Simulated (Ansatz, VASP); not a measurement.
## BaTiO3: VASP beside Ansatz

File POSCAR:

```
BaTiO3
1.0
    3.9855000000      0.0000000000      0.0000000000
    0.0000000000      2.8369000000      2.8451500000
    0.0000000000     -2.8369000000      2.8451500000
Ba Ti O
1 1 3
Direct
    0.0000000000      0.0000000000      0.0000000000
    0.5000000000      0.5124000000      0.5124000000
    0.0000000000      0.4874000000      0.4874000000
    0.5000000000      0.5052400000      0.9918400000
    0.5000000000      0.9918400000      0.5052400000
```

INCAR.step1

```
SYSTEM = BaTiO3
  ALGO = Normal
  EDIFF = 1E-4
  ENCUT = 520
  GGA = PE
  ISMEAR = 0
  LASPH = .TRUE.
  LCHARG = .FALSE.
  LREAL = .FALSE.
  LWAVE = .TRUE.
  NBANDS = 28
  NELM = 100
  PREC = Accurate
  SIGMA = 0.01
```

INCAR.step2

```
SYSTEM = BaTiO3
  ALGO = Normal
  EDIFF = 1E-6
  ENCUT = 520
  ISIF = 2
  ISMEAR = 0
  ISTART = 1
  LASPH = .TRUE.
  LCHARG = .TRUE.
  LELF = .TRUE.
  LMIXTAU = .TRUE.
  LREAL = .FALSE.
  LVHAR = .TRUE.
  LWAVE = .FALSE.
  METAGGA = R2SCAN
  NBANDS = 28
  NELM = 100
  PREC = Accurate
  SIGMA = 0.01
```

KPOINTS

```
k-points
0
G
  6 6 6
  0 0 0
```

Input for Ansatz:

```yaml
crystal:
  lattice:
    - [3.9855, 0.0, 0.0]
    - [0.0, 2.8369, 2.84515]
    - [0.0, -2.8369, 2.84515]
  atoms:
    - { symbol: Ba, position: [0.0, 0.0, 0.0] }
    - { symbol: Ti, position: [0.5, 0.5124, 0.5124] }
    - { symbol: O, position: [0.0, 0.4874, 0.4874] }
    - { symbol: O, position: [0.5, 0.50524, 0.99184] }
    - { symbol: O, position: [0.5, 0.99184, 0.50524] }
basis:
  ecutwfc: 653.073269903712
kpoints:
  mp_grid:
    grid: [6, 6, 6]
hamiltonian:
  xc: r2scan
  pseudopotentials:
    kind: paw
scf:
  occupations:
    method: fixed
output:
  stress: true
```

Alike in both runs: task single point; functional r2SCAN; k mesh 6 × 6 × 6; no spin polarisation.

```csv
,VASP,Ansatz
version,VASP 6.6.1,Ansatz 0.2.0
potentials or method,"VASP PAW PBE potentials, release 64 (Ba_sv, Ti_sv, O), cutoff 520 eV","plane waves, PAW"
occupations,"gaussian, width 0.01 eV",fixed
valence electrons in the cell,40,40
```

```tsv
	VASP	Ansatz	Ansatz less VASP
pressure (GPa)	1.1	-0.9	-1.95
traceless stress, the component that is largest in VASP (GPa)	-0.40	-0.41	-0.011
```

VASP's potentials were made for PBE, not for r2SCAN.

Spin-orbit coupling is off throughout.
